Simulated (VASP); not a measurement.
Input of a VASP 6.6.1 run:

INCAR

```
PREC = Accurate
ENCUT = 520
EDIFF = 1E-6
ISMEAR = 0
SIGMA = 0.15
LREAL = False
LASPH = True
NELM = 80
ALGO = Normal
ISIF = 2
LWAVE = False
LCHARG = False
GGA = PS
NBANDS = 43
```

File KPOINTS:

```
Automatic mesh
0
Gamma
  12 12 6
```

Contents of POSCAR:

```
Si2W
1.0
    4.8048909318      0.0000000000      0.0000000000
   -2.4024454659      4.1611576093      0.0000000000
    0.0000000000      0.0000000000      6.2731420963
Si W
6 3
Direct
    0.8361793875      0.6723587749      0.5000000000
    0.1638206125      0.8361793875      0.8333333333
    0.6723587749      0.8361793875      0.1666666667
    0.1638206125      0.3276412251      0.5000000000
    0.8361793875      0.1638206125      0.8333333333
    0.3276412251      0.1638206125      0.1666666667
    0.0000000000      0.5000000000      0.1666666667
    0.5000000000      0.5000000000      0.8333333333
    0.5000000000      0.0000000000      0.5000000000
```

Potentials or basis: VASP PAW PBE potentials, release 64 (Si, W_sv).

The run is started by

```bash
$ cat potpaw_PBE.64/Si/POTCAR potpaw_PBE.64/W_sv/POTCAR > POTCAR
$ mpirun -np 1 vasp_std > vasp.out
```

**Question.** Estimate the largest force.

**Answer.** 0.126 eV/Å.

**Question.** Estimate the pressure.

**Answer.** -5.7 GPa.

Forces on the atoms (eV/Å):
```
Si   0.000  0.126  0.000
Si  -0.109  0.063  0.000
Si   0.109  0.063  0.000
Si   0.000 -0.126  0.000
Si   0.109 -0.063  0.000
Si  -0.109 -0.063  0.000
W    0.000  0.000  0.000
W    0.000  0.000  0.000
W    0.000  0.000  0.000
```

Caveat: the cell differs from its parent crystal (strain +0.050 along x and y, -0.050 along z); the PAW data sets were made with another functional, which shifts forces and pressure a little.
